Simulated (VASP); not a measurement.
# Cr (Im-3m) in VASP: further runs

Cr is run at these levels: r2SCAN; tasks: single point, relaxation of cell and atoms.

Program: VASP 6.6.1. These are calculated values, not measurements. Logs are shortened: lines on timing, memory, paths and dates and some standing lists are left out, and cuts for length are marked.

**1. The cell of the first run**

The structure is cubic, space group Im-3m (No. 229). Conventional cell: a = 2.830 Å, b = 2.830 Å, c = 2.830 Å, α = 90.00°, β = 90.00°, γ = 90.00°. Cr (site symmetry m-3m) has 14 Cr at 2.45 to 2.83 Å within 3.2 Å.

**2. Single point, r2SCAN**

File POSCAR:

```
Cr
1.0
   -1.4149597588      1.4149597588      1.4149597588
    1.4149597588     -1.4149597588      1.4149597588
    1.4149597588      1.4149597588     -1.4149597588
Cr
1
Direct
    0.0000000000      0.0000000000      0.0000000000
```

File INCAR.step1:

```
SYSTEM = Cr
PREC     = Accurate       ! precision mode
ENCUT    = 520            ! plane-wave cutoff, eV
ISMEAR   = -1             ! smearing method
SIGMA    = 0.1            ! smearing width, eV
LREAL    = .False.        ! projectors in reciprocal space
LASPH    = .True.         ! aspherical terms in the spheres
NELM     = 60             ! most SCF steps
NBANDS   = 12             ! bands
GGA      = PE             ! functional
ALGO     = Normal         ! electronic algorithm
EDIFF    = 1E-4           ! SCF threshold, eV
LWAVE    = .True.         ! write WAVECAR
LCHARG   = .False.        ! write CHGCAR
```

File INCAR.step2:

```
SYSTEM = Cr
PREC     = Accurate       ! precision mode
ENCUT    = 520            ! plane-wave cutoff, eV
EDIFF    = 1E-7           ! SCF threshold, eV
ISMEAR   = -1             ! smearing method
SIGMA    = 0.1            ! smearing width, eV
LREAL    = .False.        ! projectors in reciprocal space
LASPH    = .True.         ! aspherical terms in the spheres
NELM     = 60             ! most SCF steps
ALGO     = Normal         ! electronic algorithm
ISIF     = 2              ! what is computed and relaxed
LWAVE    = .False.        ! write WAVECAR
LCHARG   = .False.        ! write CHGCAR
METAGGA  = R2SCAN         ! meta-GGA
LMIXTAU  = .True.       
NBANDS   = 12             ! bands
ISTART   = 1
```

File KPOINTS:

```
regular mesh
0
Gamma
  15 15 15
  0 0 0
```

Potentials or basis: VASP PAW PBE potentials, release 64 (Cr_pv).

Run with:

```
$ cat potpaw_PBE.64/Cr_pv/POTCAR > POTCAR
$ cp INCAR.step1 INCAR
$ mpirun -np 1 vasp_std > vasp.out
$ cp INCAR.step2 INCAR
$ mpirun -np 1 vasp_std > vasp.out
```

OUTCAR:

```text
SYSTEM = Cr
   PREC = Accurate
   ENCUT = 520
   EDIFF = 1E-7
   ISMEAR = -1
   LREAL = .False.
   LASPH = .True.
   NELM = 60
   ISIF = 2
   METAGGA = R2SCAN
   ISTART = 1

 ion  position               nearest neighbor table
   1  0.000  0.000  0.000-

  LATTYP: Found a body centered cubic cell.
 ALAT       =     2.8299195176

  Lattice vectors:

 A1 = (  -1.4149597588,   1.4149597588,   1.4149597588)
 A2 = (   1.4149597588,  -1.4149597588,   1.4149597588)
 A3 = (   1.4149597588,   1.4149597588,  -1.4149597588)

Analysis of symmetry for initial positions (statically):
=====================================================================
 Subroutine PRICEL returns:
 Original cell was already a primitive cell.

 Routine SETGRP: Setting up the symmetry group for a
 body centered cubic supercell.

 Subroutine GETGRP returns: Found 48 space group operations
 (whereof 48 operations were pure point group operations)
 out of a pool of 48 trial point group operations.

The static configuration has the point symmetry O_h .

Analysis of symmetry for dynamics (positions and initial velocities):
=====================================================================
 Subroutine PRICEL returns:
 Original cell was already a primitive cell.

 Routine SETGRP: Setting up the symmetry group for a
 body centered cubic supercell.

 Subroutine GETGRP returns: Found 48 space group operations
 (whereof 48 operations were pure point group operations)
 out of a pool of 48 trial point group operations.

The dynamic configuration has the point symmetry O_h .

 Subroutine INISYM returns: Found 48 space group operations
 (whereof 48 operations are pure point group operations),
 and found     1 'primitive' translations

----------------------------------------------------------------------------------------

                                     Primitive cell

  volume of cell :      11.3316

  direct lattice vectors                    reciprocal lattice vectors
    -1.414959759  1.414959759  1.414959759     0.000000000  0.353366940  0.353366940
     1.414959759 -1.414959759  1.414959759     0.353366940  0.000000000  0.353366940
     1.414959759  1.414959759 -1.414959759     0.353366940  0.353366940  0.000000000

  length of vectors
     2.450782193  2.450782193  2.450782193     0.499736319  0.499736319  0.499736319

  position of ions in fractional coordinates (direct lattice)
     0.000000000  0.000000000  0.000000000

  ion indices of the primitive-cell ions
   primitive index   ion index
                 1           1

----------------------------------------------------------------------------------------

 KPOINTS: regular mesh

Automatic generation of k-mesh.
 Grid dimensions read from file:
 generate k-points for:   15   15   15

 Generating k-lattice:

  Cartesian coordinates                     Fractional coordinates (reciprocal lattice)
     0.000000000  0.023557796  0.023557796     0.066666667  0.000000000  0.000000000
     0.023557796  0.000000000  0.023557796     0.000000000  0.066666667  0.000000000
     0.023557796  0.023557796  0.000000000     0.000000000  0.000000000  0.066666667

  Length of vectors
     0.033315755  0.033315755  0.033315755

  Shift w.r.t. Gamma in fractional coordinates (k-lattice)
     0.000000000  0.000000000  0.000000000

 Subroutine IBZKPT returns following result:
 ===========================================

 Found    120 irreducible k-points:

 Following reciprocal coordinates:
            Coordinates               Weight
  0.000000  0.000000  0.000000      1.000000
  0.066667  0.000000  0.000000     12.000000
  0.133333  0.000000  0.000000     12.000000
  0.200000  0.000000  0.000000     12.000000
  0.266667  0.000000  0.000000     12.000000
  0.333333  0.000000  0.000000     12.000000
[... 16 lines left out ...]
  0.333333  0.200000  0.000000     48.000000
  0.400000  0.200000  0.000000     24.000000
 [... further k-points ...]
   k-points           NKPTS =    120   k-points in BZ     NKDIM =    120   number of bands    NBANDS=     12
   number of dos      NEDOS =    301   number of ions     NIONS =      1
   total plane-waves  NPLWV =   5832
   dimension x,y,z NGX =    18 NGY =   18 NGZ =   18
   dimension x,y,z NGXF=    36 NGYF=   36 NGZF=   36
   ions per type =               1
   NGX,Y,Z   is equivalent  to a cutoff of  12.21, 12.21, 12.21 a.u.
   NGXF,Y,Z  is equivalent  to a cutoff of  24.42, 24.42, 24.42 a.u.
 SYSTEM =  Cr
   PREC   = accura    normal or accurate (medium, high low for compatibility)
   ISTART =      1    job   : 0-new  1-cont  2-samecut
   ICHARG =      0    charge: 1-file 2-atom 10-const
   ISPIN  =      1    spin polarized calculation?
   LNONCOLLINEAR =      F non collinear calculations
   LSORBIT =      F    spin-orbit coupling
   LASPH  =      T    aspherical Exc in radial PAW
   ENCUT  =  520.0 eV  38.22 Ry    6.18 a.u.   4.56  4.56  4.56*2*pi/ulx,y,z
   NELM   =     60;   NELMIN=  2; NELMDL=  0     # of ELM steps
   EDIFF  = 0.1E-06   stopping-criterion for ELM
   LREAL  =      F    real-space projection
   EDIFFG = 0.1E-05   stopping-criterion for IOM
   NSW    =      0    number of steps for IOM
   IBRION =     -1    ionic relax: 0-MD 1-quasi-New 2-CG
   NFREE  =      0    steps in history (QN), initial steepest desc. (CG)
   ISIF   =      2    stress and relaxation
   ISYM   =      2    0-nonsym 1-usesym 2-fastsym
   POTIM  = 0.5000    time-step for ionic-motion
   TEBEG  =    0.0;   TEEND  =   0.0 temperature during run
   PSTRESS=    0.0 pullay stress
   NELECT =      12.0000    total number of electrons
   NUPDOWN=      -1.0000    fix difference up-down
   EMIN   =  10.00;   EMAX   =-10.00  energy-range for DOS
   EFERMI =   0.00;   METHOD = LEGACY
   ISMEAR =    -1;   SIGMA  =   0.10  broadening in eV -4-tet -1-fermi 0-gaus
   EFERMI_NEDOS =   21; number of points for ismear=-14 and -15
   IALGO  =     38    algorithm
   IMIX   =      4    mixing-type and parameters
     AMIX     =   0.40;   BMIX     =  1.00
     AMIX_MAG =   1.60;   BMIX_MAG =  1.00
  volume/ion in A,a.u.               =      11.33        76.47
  Fermi-wavevector in a.u.,A,eV,Ry     =   1.668673  3.153334 37.884995  2.784469
  Thomas-Fermi vector in A             =   2.754479
   LORBIT       =      0    0 simple, 1 ext, 2 COOP (PROOUT), +10 PAW based schemes
   METAGGA = R2SCAN    functional components
   LHFCALC =     F    Hartree Fock is set to
   AEXX    =    0.0000 exact exchange contribution
   IVDW    =     0    specifies the selected vdW correction
   LEPSILON=     F    determine dielectric tensor
   LRPA    =     F    only Hartree local field effects (RPA)
 non-spin polarized calculation
  energy-cutoff  :      520.00
  volume of cell :       11.33
 maximum number of plane-waves:       321
   NGX =  9   NGY =  9   NGZ =  9

 number of electron      12.0000006 magnetization

 Free energy of the ion-electron system (eV)
  ---------------------------------------------------
  ext. energy  EPLUGINS =         0.00000000
  ---------------------------------------------------
  free energy    TOTEN  =       -14.81347188 eV

  energy without entropy =      -14.78880606  energy(sigma->0) =      -14.80113897

 E-fermi :  11.1739     XC(G=0): -15.1113

 val. band max:       11.1515208635   @ k =  -0.2000   0.2000   0.1333
 cond. band min:      11.1788305947   @ k =   0.0667   0.0667   0.0667
 fundamental gap:      0.0273097313
 Fermi energy:        11.1738955105

 k-point     1 :       0.0000    0.0000    0.0000
  band No.  band energies     occupation
      1     -33.1102      2.00000
      2     -33.1102      2.00000
      3     -33.1102      2.00000
      4       2.7030      2.00000
      5      10.2087      1.99987
      6      10.2088      1.99987
      7      10.2088      1.99987
      8      12.6339      0.00000
      9      12.6339      0.00000
     10      14.4152      0.00000
     11      34.4422      0.00000
     12      34.4422      0.00000

 k-point     2 :       0.0667    0.0000    0.0000
  band No.  band energies     occupation
      1     -33.1564      2.00000
      2     -33.1241      2.00000
      3     -33.1105      2.00000
      4       2.9105      2.00000
      5      10.1270      1.99994
      6      10.1936      1.99989
      7      10.3488      1.99948
      8      12.5412      0.00000
      9      12.6390      0.00000
     10      14.4147      0.00000
     11      33.9695      0.00000
     12      34.3845      0.00000

 k-point     3 :       0.1333    0.0000    0.0000
  band No.  band energies     occupation
      1     -33.2858      2.00000
      2     -33.1634      2.00000
      3     -33.1113      2.00000
      4       3.5069      2.00000
      5       9.9013      1.99999
      6      10.1207      1.99995
      7      10.7555      1.96998
      8      12.3442      0.00002
      9      12.6581      0.00000
     10      14.4135      0.00000
     11      32.6476      0.00000
     12      34.0140      0.00000

 k-point     4 :       0.2000    0.0000    0.0000
  band No.  band energies     occupation
      1     -33.4735      2.00000
      2     -33.2210      2.00000
      3     -33.1126      2.00000
      4       4.4034      2.00000
      5       9.5826      2.00000
      6       9.9639      1.99999
      7      11.3875      0.21136
      8      12.2165      0.00006
      9      12.6995      0.00000
     10      14.4112      0.00000
     11      30.6442      0.00000
     12      33.0802      0.00000

 k-point     5 :       0.2667    0.0000    0.0000
  band No.  band energies     occupation
      1     -33.6849      2.00000
      2     -33.2866      2.00000
      3     -33.1142      2.00000
      4       5.4012      2.00000
      5       9.2346      2.00000
      6       9.8698      2.00000
      7      12.1708      0.00009
      8      12.2452      0.00004
      9      12.7676      0.00000
     10      14.4071      0.00000
     11      28.2108      0.00000
     12      31.8069      0.00000
[... 228 lines left out ...]
      1     -33.8456      2.00000
      2     -33.3804      2.00000
      3     -33.1890      2.00000
      4       6.7495      2.00000
      5       8.9451      2.00000
      6       9.2996      2.00000
      7      12.0888      0.00021
      8      12.9949      0.00000
      9      13.8750      0.00000
     10      14.4441      0.00000
     11      27.0062      0.00000
     12      27.9582      0.00000

 k-point    22 :       0.2667    0.2000   -0.0000
  band No.  band energies     occupation
      1     -33.9335      2.00000
      2     -33.4721      2.00000
      3     -33.2025      2.00000
      4       7.2902      2.00000
      5       8.7306      2.00000
      6       9.4465      2.00000
      7      12.2452      0.00004
      8      13.0702      0.00000
      9      14.3386      0.00000
     10      15.2039      0.00000
     11      24.8354      0.00000
     12      26.7297      0.00000

 k-point    23 :       0.3333    0.2000    0.0000
  band No.  band energies     occupation
      1     -33.9847      2.00000
      2     -33.5447      2.00000
      3     -33.2090      2.00000
      4       7.3938      2.00000
      5       8.6593      2.00000
      6       9.7849      2.00000
      7      12.4218      0.00001
      8      13.1271      0.00000
      9      14.3461      0.00000
     10      16.4609      0.00000
     11      22.6839      0.00000
     12      26.0851      0.00000

 k-point    24 :       0.4000    0.2000    0.0000
  band No.  band energies     occupation
      1     -34.0010      2.00000
      2     -33.5723      2.00000
      3     -33.2110      2.00000
      4       7.3791      2.00000
      5       8.6429      2.00000
      6       9.9539      1.99999
      7      12.4918      0.00000
      8      13.1653      0.00000
      9      14.3414      0.00000
     10      17.1715      0.00000
     11      21.6426      0.00000
     12      25.8607      0.00000

 [... further k-points ...]

------------------------ aborting loop because EDIFF is reached ----------------------------------------

  FORCE on cell =-STRESS in cart. coord.  units (eV):
  Direction    XX          YY          ZZ          XY          YZ          ZX
  --------------------------------------------------------------------------------------
  -------------------------------------------------------------------------------------
  Total        0.0455241      0.0455241      0.0455241      0.0000000      0.0000000      0.0000000
  in kB        6.4366439      6.4366439      6.4366439      0.0000000      0.0000000      0.0000000
  external PRESSURE =       6.4366439 kB  Pullay stress =       0.0000000 kB

 VOLUME and BASIS-vectors are now :
 -----------------------------------------------------------------------------
  energy-cutoff  :      520.00
  volume of cell :       11.33
      direct lattice vectors                 reciprocal lattice vectors
    -1.414959759  1.414959759  1.414959759     0.000000000  0.353366940  0.353366940
     1.414959759 -1.414959759  1.414959759     0.353366940  0.000000000  0.353366940
     1.414959759  1.414959759 -1.414959759     0.353366940  0.353366940  0.000000000

 POSITION                                       TOTAL-FORCE (eV/Angst)
 -----------------------------------------------------------------------------------
      0.00000      0.00000      0.00000        -0.000000      0.000000     -0.000000
 -----------------------------------------------------------------------------------
    total drift:                                0.000000      0.000000      0.000000

  FREE ENERGIE OF THE ION-ELECTRON SYSTEM (eV)
  ---------------------------------------------------
  free  energy   TOTEN  =       -14.8134718776 eV

  energy  without entropy=      -14.7888060610  energy(sigma->0) =      -14.80113897
```

It took 37 s on 1 thread of Intel Xeon Platinum 8488C (Sapphire Rapids), shared host; peak memory 0.13 GiB.

What came out:

- Free energy: -14.8135 eV
- Pressure: 0.6 GPa
- Band gap on the k mesh: zero (bands 6 and 7 overlap by 3.41 eV)

Levels at points of the mesh, in eV from the Fermi level:
```tsv
k point	band 3	band 4	band 5	band 6	band 7	band 8	band 9	band 10
(0.00, 0.00, 0.00)	-44.28	-8.47	-0.97	-0.97	-0.97	1.46	1.46	3.24
```

Caveat: the PAW data sets were made with another functional, which shifts forces and pressure a little; the run has no spin polarisation, though such a crystal can be magnetic. Spin polarisation is off, so any magnetic state and its effect on volume and gap are missing.

**3. Relaxation of cell and atoms, r2SCAN**

This run uses another cell than the first one, of 11.99 Å³/atom.

File POSCAR:

```
Cr
1.0
   -1.4419500000      1.4419500000      1.4419500000
    1.4419500000     -1.4419500000      1.4419500000
    1.4419500000      1.4419500000     -1.4419500000
Cr
1
Direct
    0.0000000000      0.0000000000      0.0000000000
```

File INCAR.step1:

```
SYSTEM = Cr
PREC = Accurate ; ENCUT = 600
ISMEAR = -1 ; SIGMA = 0.1
LREAL = .FALSE. ; LASPH = .TRUE.
NELM = 80 ; GGA = PE
ALGO = Normal ; EDIFF = 1E-4
LWAVE = .TRUE. ; LCHARG = .FALSE.
```

File INCAR.step2:

```
SYSTEM = Cr
PREC = Accurate ; ENCUT = 600
EDIFF = 1E-7 ; ISMEAR = -1
SIGMA = 0.1 ; LREAL = .FALSE.
LASPH = .TRUE. ; NELM = 80
ALGO = Normal ; ISIF = 3
LWAVE = .FALSE. ; LCHARG = .FALSE.
METAGGA = R2SCAN ; LMIXTAU = .TRUE.
IBRION = 2 ; NSW = 80
EDIFFG = -0.01 ; ISTART = 1
```

File KPOINTS:

```
Automatic mesh
0
G
  15 15 15
  0 0 0
```

Potentials or basis: VASP PAW PBE potentials, release 64 (Cr_pv).

Run with:

```
$ cat potpaw_PBE.64/Cr_pv/POTCAR > POTCAR
$ cp INCAR.step1 INCAR
$ mpirun -np 1 vasp_std > vasp.out
$ cp INCAR.step2 INCAR
$ mpirun -np 1 vasp_std > vasp.out
```

Run time: 3.2 min. Hardware: 1 thread of Intel Xeon Platinum 8488C (Sapphire Rapids), shared host; peak memory 0.15 GiB.

Results (log left out):

| Item | Value |
| --- | --- |
| Free energy | -14.8146 eV |
| Relaxed volume | 11.35 Å³/atom |
| Relaxed cell | a = 2.452 Å, b = 2.452 Å, c = 2.452 Å, α = 109.47°, β = 109.47°, γ = 109.47° |
| Space group after relaxing (to 0.1 Å) | Im-3m (No. 229) |
| Energy gained by relaxing | 28.6 meV/atom |
| Ionic steps | 4 |
| Pressure after relaxing | -0.1 GPa |
| Band gap on the k mesh | zero (bands 6 and 7 overlap by 3.40 eV) |

The path:
```
step  energy change (eV)  largest force (eV/Å)  pressure (GPa)  volume (Å³)
   1              0.0000                0.0000          -13.56        11.99
   2              0.0669                0.0000           32.14        10.32
   3             -0.0285                0.0000           -0.42        11.37
   4             -0.0286                0.0000           -0.05        11.35
```

Final structure:
```xyz
1
Lattice="-1.4158 1.4158 1.4158 1.4158 -1.4158 1.4158 1.4158 1.4158 -1.4158" Properties=species:S:1:pos:R:3 pbc="T T T"
Cr    0.0000    0.0000    2.8316
```

Levels at points of the mesh, in eV from the Fermi level:
| k point | band 2 | band 3 | band 4 | band 5 | band 6 | band 7 | band 8 | band 9 | band 10 |
| --- | --- | --- | --- | --- | --- | --- | --- | --- | --- |
| (0.00, 0.00, 0.00) | -44.29 | -44.29 | -8.46 | -0.96 | -0.96 | -0.96 | 1.46 | 1.46 | 3.24 |

Caveat: the PAW data sets were made with another functional, which shifts forces and pressure a little; the run has no spin polarisation, though such a crystal can be magnetic. Spin polarisation is off, so any magnetic state and its effect on volume and gap are missing.

The gap in the log of VASP goes by the Fermi energy; the results here count the filled bands.